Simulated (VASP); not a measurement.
## GaSb: single point with PBE

GaSb:

```xyz
2
Lattice="-2.7657 2.7657 1.3914 2.7657 -2.7657 1.3914 2.7657 2.7657 -1.3914" Properties=species:S:1:pos:R:3 pbc="T T T"
Ga    2.7657    0.0000    0.6957
Sb    0.0000    0.0000    0.0000
```

- Program: VASP 6.6.1
- Task: single point
- Functional: PBE
- Potentials or basis: VASP PAW PBE potentials, release 64 (Ga_d, Sb)
- Cutoff: 520 eV
- k mesh: 16 × 16 × 16
- Occupations: gaussian, width 0.15 eV
- Spin: no spin polarisation
- Dipole correction: no
- Further INCAR settings: ALGO = Normal; EDIFF = 1e-06; NBANDS = 16

```
Pressure               : 10.3 GPa
Band gap on the k mesh : zero (bands 9 and 10 overlap by 4.43 eV)
```

Stress tensor (GPa, compression positive):
```
 5.27  0.00  0.00
 0.00  5.27  0.00
 0.00  0.00 20.22
```

Levels at points of the mesh, in eV from the Fermi level:
| k point | band 6 | band 7 | band 8 | band 9 | band 10 | band 11 | band 12 | band 13 |
| --- | --- | --- | --- | --- | --- | --- | --- | --- |
| (0.00, 0.00, 0.00) | -13.08 | -4.07 | -2.85 | -2.85 | 2.66 | 6.55 | 6.55 | 8.28 |
| (0.50, 0.00, 0.00) | -7.59 | -6.04 | -2.63 | -1.46 | -1.06 | 2.45 | 3.43 | 5.39 |
| (0.50, 0.50, 0.00) | -11.69 | -8.98 | -0.91 | 1.12 | 1.16 | 1.38 | 7.60 | 9.56 |
| (0.50, 0.50, 0.50) | -10.54 | -6.85 | -5.90 | -5.90 | 6.73 | 8.09 | 9.72 | 9.72 |

It took 3.5 min on 1 thread of Intel Xeon 8259CL (shared host), peak memory 0.37 GiB.

Caveat: the cell stands under pressure; spin-orbit coupling is left out, which moves the levels of the heavy elements.
